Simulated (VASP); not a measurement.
Wanted: the native input for a VASP 6.6.1 run.

| Property | Result |
| --- | --- |
| Task | electric field gradients |
| Functional | PBE |
| Potentials or basis | VASP PAW PBE potentials, release 64 (K_sv, Cl) |
| Cutoff | 520 eV |
| k mesh | 7 × 7 × 7 |
| Occupations | fermi-dirac, width 0.02 eV |
| Spin | no spin polarisation |
| Dipole correction | no |
| Further INCAR settings | ALGO = Normal; EDIFF = 1e-08; NBANDS = 15 |

The structure of KCl lies in POSCAR:

```
KCl
1.0
    3.5848858712      0.0000000000      0.0000000000
    0.0000000000      3.5848858712      0.0000000000
    0.0000000000      0.0000000000      3.5848858712
K Cl
1 1
Direct
    0.0000000000      0.0000000000      0.0000000000
    0.5000000000      0.5000000000      0.5000000000
```

This cell differs from its parent crystal: volume scaled by 0.96.

The input as run:

INCAR

```
PREC = Accurate
ENCUT = 520
EDIFF = 1E-8
ISMEAR = -1
SIGMA = 0.02
LREAL = F
LASPH = T
NELM = 80
ALGO = Normal
ISIF = 2
LWAVE = F
LCHARG = F
GGA = PE
LEFG = T
NBANDS = 15
```

KPOINTS

```
Automatic mesh
0
Gamma
  7 7 7
```

Potentials or basis: VASP PAW PBE potentials, release 64 (K_sv, Cl).

Launch:

```console
$ cat potpaw_PBE.64/K_sv/POTCAR potpaw_PBE.64/Cl/POTCAR > POTCAR
$ mpirun -np 1 vasp_std > vasp.out
```

It gave:

```json
{
  "Pressure": "6.3 GPa",
  "Band gap on the k mesh": "5.84 eV, indirect (least direct gap 6.05 eV)"
}
```

Caveat: without QUAD_EFG the Cq values of the log hold for a quadrupole moment of 1 mb, not for the nuclei.

Wall time 20 s on 1 thread of Intel Xeon 8259CL, with other jobs on the host, peak memory 0.16 GiB.
